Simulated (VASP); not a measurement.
# Fe (Fm-3m) in VASP: single point with PBE

Aim: the single point of Fe with PBE.

Program: VASP 6.6.1. These are calculated values, not measurements. Logs are shortened: lines on timing, memory, paths and dates and some standing lists are left out, and cuts for length are marked.

### Step 1. The cell of the first run

It takes space group Fm-3m (No. 225, cubic). The conventional cell has a = 3.545 Å, b = 3.545 Å, c = 3.545 Å, α = 90.00°, β = 90.00°, γ = 90.00°. Fe (site symmetry m-3m) has 12 Fe at 2.51 Å within 3.3 Å.

This isn't the form of Fe at room conditions, which is bcc.

### Step 2. Single point, PBE

INCAR

```
ALGO = Normal
EDIFF = 1E-6
ENCUT = 600
GGA = PE
GGA_COMPAT = F
ISIF = 2
ISMEAR = -1
ISYM = 0
LASPH = T
LCHARG = F
LREAL = F
LWAVE = F
NBANDS = 15
NELM = 120
PREC = Accurate
SIGMA = 0.05
```

KPOINTS

```
k-points
0
Gamma
  13 8 11
```

POSCAR

```
Fe
1.0
    0.0000000000     -1.7725000000     -1.7725000000
   -3.5450000000     -1.7725000000     -1.7725000000
    0.0000000000      1.7725000000     -1.7725000000
Fe
2
Direct
    0.0000000000      0.0000000000      0.0000000000
    0.0000000000      0.5000000000      0.5000000000
```

Potentials or basis: VASP PAW PBE potentials, release 64 (Fe).

Started as:

```bash
$ cat potpaw_PBE.64/Fe/POTCAR > POTCAR
$ mpirun -np 1 vasp_std > vasp.out
```

OUTCAR:

```text
EDIFF = 1E-6
   ENCUT = 600
   GGA = PE
   ISIF = 2
   ISMEAR = -1
   ISYM = 0
   LASPH = T
   LREAL = F
   NELM = 120
   PREC = Accurate

 ion  position               nearest neighbor table
   1  0.000  0.000  0.000-   2 2.51   2 2.51   2 2.51   2 2.51   2 2.51   2 2.51   2 2.51   2 2.51

   2  0.000  0.500  0.500-   1 2.51   1 2.51   1 2.51   1 2.51   1 2.51   1 2.51   1 2.51   1 2.51

IMPORTANT INFORMATION: All symmetrisations will be switched off!
NOSYMM: (Re-)initialisation of all symmetry stuff for point group C_1.

----------------------------------------------------------------------------------------

                                     Primitive cell

  volume of cell :      22.2751

  direct lattice vectors                    reciprocal lattice vectors
     0.000000000 -1.772500000 -1.772500000     0.282087447 -0.282087447 -0.282087447
    -3.545000000 -1.772500000 -1.772500000    -0.282087447  0.000000000  0.000000000
     0.000000000  1.772500000 -1.772500000     0.000000000  0.282087447 -0.282087447

  length of vectors
     2.506693539  4.341720569  2.506693539     0.488589791  0.282087447  0.398931893

  position of ions in fractional coordinates (direct lattice)
     0.000000000  0.000000000  0.000000000
     0.000000000  0.500000000  0.500000000

  ion indices of the primitive-cell ions
   primitive index   ion index
                 1           1
                 2           2

----------------------------------------------------------------------------------------

 KPOINTS: k-points

Automatic generation of k-mesh.
 Grid dimensions read from file:
 generate k-points for:   13    8   11

 Generating k-lattice:

  Cartesian coordinates                     Fractional coordinates (reciprocal lattice)
     0.021699034 -0.021699034 -0.021699034     0.076923077  0.000000000  0.000000000
    -0.035260931  0.000000000  0.000000000     0.000000000  0.125000000  0.000000000
     0.000000000  0.025644313 -0.025644313     0.000000000  0.000000000  0.090909091

  Length of vectors
     0.037583830  0.035260931  0.036266536

  Shift w.r.t. Gamma in fractional coordinates (k-lattice)
     0.000000000  0.000000000  0.000000000

 -----------------------------------------------------------------------------
|                                                                             |
|           W    W    AA    RRRRR   N    N  II  N    N   GGGG   !!!           |
|           W    W   A  A   R    R  NN   N  II  NN   N  G    G  !!!           |
|           W    W  A    A  R    R  N N  N  II  N N  N  G       !!!           |
|           W WW W  AAAAAA  RRRRR   N  N N  II  N  N N  G  GGG   !            |
|           WW  WW  A    A  R   R   N   NN  II  N   NN  G    G                |
|           W    W  A    A  R    R  N    N  II  N    N   GGGG   !!!           |
|                                                                             |
|     Your reciprocal lattice and k-lattice belong to different lattice       |
|     classes:                                                                |
|                                                                             |
|        The reciprocal lattice is simple tetragonal,                         |
|        whereas your k-lattice is simple monoclinic.                         |
|                                                                             |
|     Results are often still useful ...                                      |
|                                                                             |
 -----------------------------------------------------------------------------

 WARNING: IBZKPT: internal override: KBLOWUP is changed to .FALSE.
      ... skipping the blow-up phase ...

 Subroutine IBZKPT returns following result:
 ===========================================

 Found    573 irreducible k-points:

 Following reciprocal coordinates:
            Coordinates               Weight
  0.000000  0.000000  0.000000      1.000000
  0.076923  0.000000  0.000000      2.000000
  0.153846  0.000000  0.000000      2.000000
  0.230769  0.000000  0.000000      2.000000
  0.307692  0.000000  0.000000      2.000000
  0.384615  0.000000  0.000000      2.000000
[... 16 lines left out ...]
  0.153846  0.250000  0.000000      2.000000
  0.230769  0.250000  0.000000      2.000000
 [... further k-points ...]
   k-points           NKPTS =    573   k-points in BZ     NKDIM =    573   number of bands    NBANDS=     15
   number of dos      NEDOS =    301   number of ions     NIONS =      2
   total plane-waves  NPLWV =  14400
   dimension x,y,z NGX =    20 NGY =   36 NGZ =   20
   dimension x,y,z NGXF=    40 NGYF=   72 NGZF=   40
   ions per type =               2
   NGX,Y,Z   is equivalent  to a cutoff of  13.26, 13.78, 13.26 a.u.
   NGXF,Y,Z  is equivalent  to a cutoff of  26.53, 27.57, 26.53 a.u.
 SYSTEM =  unknown system
   PREC   = accura    normal or accurate (medium, high low for compatibility)
   ISTART =      0    job   : 0-new  1-cont  2-samecut
   ICHARG =      2    charge: 1-file 2-atom 10-const
   ISPIN  =      1    spin polarized calculation?
   LNONCOLLINEAR =      F non collinear calculations
   LSORBIT =      F    spin-orbit coupling
   LASPH  =      T    aspherical Exc in radial PAW
   ENCUT  =  600.0 eV  44.10 Ry    6.64 a.u.   5.01  8.67  5.01*2*pi/ulx,y,z
   NELM   =    120;   NELMIN=  2; NELMDL= -5     # of ELM steps
   EDIFF  = 0.1E-05   stopping-criterion for ELM
   LREAL  =      F    real-space projection
   EDIFFG = 0.1E-04   stopping-criterion for IOM
   NSW    =      0    number of steps for IOM
   IBRION =     -1    ionic relax: 0-MD 1-quasi-New 2-CG
   NFREE  =      0    steps in history (QN), initial steepest desc. (CG)
   ISIF   =      2    stress and relaxation
   ISYM   =      0    0-nonsym 1-usesym 2-fastsym
   POTIM  = 0.5000    time-step for ionic-motion
   TEBEG  =    0.0;   TEEND  =   0.0 temperature during run
   PSTRESS=    0.0 pullay stress
   NELECT =      16.0000    total number of electrons
   NUPDOWN=      -1.0000    fix difference up-down
   EMIN   =  10.00;   EMAX   =-10.00  energy-range for DOS
   EFERMI =   0.00;   METHOD = LEGACY
   ISMEAR =    -1;   SIGMA  =   0.05  broadening in eV -4-tet -1-fermi 0-gaus
   EFERMI_NEDOS =   21; number of points for ismear=-14 and -15
   IALGO  =     38    algorithm
   IMIX   =      4    mixing-type and parameters
     AMIX     =   0.40;   BMIX     =  1.00
     AMIX_MAG =   1.60;   BMIX_MAG =  1.00
  volume/ion in A,a.u.               =      11.14        75.16
  Fermi-wavevector in a.u.,A,eV,Ry     =   1.466139  2.770602 29.246602  2.149565
  Thomas-Fermi vector in A             =   2.581913
   LORBIT       =      0    0 simple, 1 ext, 2 COOP (PROOUT), +10 PAW based schemes
   GGA     = PE    functional components
   LHFCALC =     F    Hartree Fock is set to
   AEXX    =    0.0000 exact exchange contribution
   IVDW    =     0    specifies the selected vdW correction
   LEPSILON=     F    determine dielectric tensor
   LRPA    =     F    only Hartree local field effects (RPA)
 non-spin polarized calculation
  energy-cutoff  :      600.00
  volume of cell :       22.28
 maximum number of plane-waves:       758
   NGX = 11   NGY = 17   NGZ = 11

 number of electron      16.0000003 magnetization

 Free energy of the ion-electron system (eV)
  ---------------------------------------------------
  ext. energy  EPLUGINS =         0.00000000
  ---------------------------------------------------
  free energy    TOTEN  =       -16.04273515 eV

  energy without entropy =      -16.00937242  energy(sigma->0) =      -16.02605379

 E-fermi :   5.8838     XC(G=0): -13.2794

 val. band max:        5.8823241491   @ k =   0.3846  -0.2500   0.4545
 cond. band min:       5.8839648862   @ k =   0.0769   0.0000   0.4545
 fundamental gap:      0.0016407371
 Fermi energy:         5.8837890566

 k-point     1 :       0.0000    0.0000    0.0000
  band No.  band energies     occupation
      1      -2.4621      2.00000
      2       1.4983      2.00000
      3       2.1785      2.00000
      4       4.4479      2.00000
      5       4.4521      2.00000
      6       4.4549      2.00000
      7       5.8186      1.57264
      8       5.8189      1.57060
      9       6.7317      0.00000
     10       6.9989      0.00000
     11       7.0070      0.00000
     12       8.9409      0.00000
     13      16.7162      0.00000
     14      21.2417      0.00000
     15      21.2420      0.00000

 k-point     2 :       0.0769    0.0000    0.0000
  band No.  band energies     occupation
      1      -2.2270      2.00000
      2       1.6073      2.00000
      3       2.2717      2.00000
      4       4.3673      2.00000
      5       4.5154      2.00000
      6       4.5187      2.00000
      7       5.7891      1.73850
      8       5.7898      1.73529
      9       6.4126      0.00005
     10       6.6074      0.00000
     11       6.9468      0.00000
     12       9.2614      0.00000
     13      17.1900      0.00000
     14      20.1137      0.00000
     15      21.6245      0.00000

 k-point     3 :       0.1538    0.0000    0.0000
  band No.  band energies     occupation
      1      -1.5485      2.00000
      2       1.9100      2.00000
      3       2.5282      2.00000
      4       4.1686      2.00000
      5       4.6543      2.00000
      6       4.6561      2.00000
      7       5.3759      1.99992
      8       5.7547      1.85932
      9       5.7569      1.85345
     10       6.1893      0.00443
     11       6.8845      0.00000
     12       9.5901      0.00000
     13      17.7705      0.00000
     14      18.8756      0.00000
     15      22.7012      0.00000
[... 343 lines left out ...]
 k-point    23 :       0.1538    0.2500    0.0000
  band No.  band energies     occupation
      1      -1.7276      2.00000
      2       1.8800      2.00000
      3       2.4663      2.00000
      4       4.2081      2.00000
      5       4.6290      2.00000
      6       4.6342      2.00000
      7       5.5484      1.99756
      8       5.6948      1.95535
      9       5.8145      1.59982
     10       6.3123      0.00038
     11       6.8859      0.00000
     12      10.2789      0.00000
     13      17.2142      0.00000
     14      18.1698      0.00000
     15      22.4193      0.00000

 k-point    24 :       0.2308    0.2500    0.0000
  band No.  band energies     occupation
      1      -1.1081      2.00000
      2       2.2353      2.00000
      3       2.6851      2.00000
      4       4.0033      2.00000
      5       4.7184      2.00000
      6       4.7998      2.00000
      7       4.9133      2.00000
      8       5.4937      1.99918
      9       6.0098      0.14877
     10       6.0756      0.04225
     11       6.7220      0.00000
     12      12.3144      0.00000
     13      14.8820      0.00000
     14      17.3220      0.00000
     15      23.3930      0.00000

 [... further k-points ...]

------------------------ aborting loop because EDIFF is reached ----------------------------------------

  FORCE on cell =-STRESS in cart. coord.  units (eV):
  Direction    XX          YY          ZZ          XY          YZ          ZX
  --------------------------------------------------------------------------------------
  -------------------------------------------------------------------------------------
  Total       -2.7443254     -2.7350418     -2.7350423      0.0088982      0.0300986      0.0089011
  in kB     -197.3910503   -196.7233125   -196.7233464      0.6400209      2.1648994      0.6402300
  external PRESSURE =    -196.9459031 kB  Pullay stress =       0.0000000 kB

 VOLUME and BASIS-vectors are now :
 -----------------------------------------------------------------------------
  energy-cutoff  :      600.00
  volume of cell :       22.28
      direct lattice vectors                 reciprocal lattice vectors
     0.000000000 -1.772500000 -1.772500000     0.282087447 -0.282087447 -0.282087447
    -3.545000000 -1.772500000 -1.772500000    -0.282087447  0.000000000  0.000000000
     0.000000000  1.772500000 -1.772500000     0.000000000  0.282087447 -0.282087447

 POSITION                                       TOTAL-FORCE (eV/Angst)
 -----------------------------------------------------------------------------------
      0.00000      0.00000      0.00000        -0.000000     -0.000000     -0.000000
     -1.77250      0.00000     -1.77250         0.000000      0.000000      0.000000
 -----------------------------------------------------------------------------------
    total drift:                                0.000000      0.000000     -0.000000

  FREE ENERGIE OF THE ION-ELECTRON SYSTEM (eV)
  ---------------------------------------------------
  free  energy   TOTEN  =       -16.0427351539 eV

  energy  without entropy=      -16.0093724222  energy(sigma->0) =      -16.02605379
```

Run time: 4.5 min. Hardware: 1 thread of Intel Xeon 8259CL, shared host; peak memory 0.31 GiB.

What came out:

```
Free energy            : -16.0427 eV
Pressure               : -19.7 GPa
Band gap on the k mesh : zero (bands 8 and 9 overlap by 1.38 eV)
```

Levels at points of the mesh, in eV from the Fermi level:
```csv
k point,band 6,band 7,band 8,band 9,band 10,band 11
"(0.00, 0.00, 0.00)",-1.43,-0.07,-0.06,0.85,1.12,1.12
"(0.00, 0.50, 0.00)",-0.89,-0.37,-0.37,-0.36,-0.36,0.38
```

Caveat: the cell stands under tension; the run has no spin polarisation, though such a crystal can be magnetic. Spin polarisation is off, so any magnetic state and its effect on volume and gap are missing.
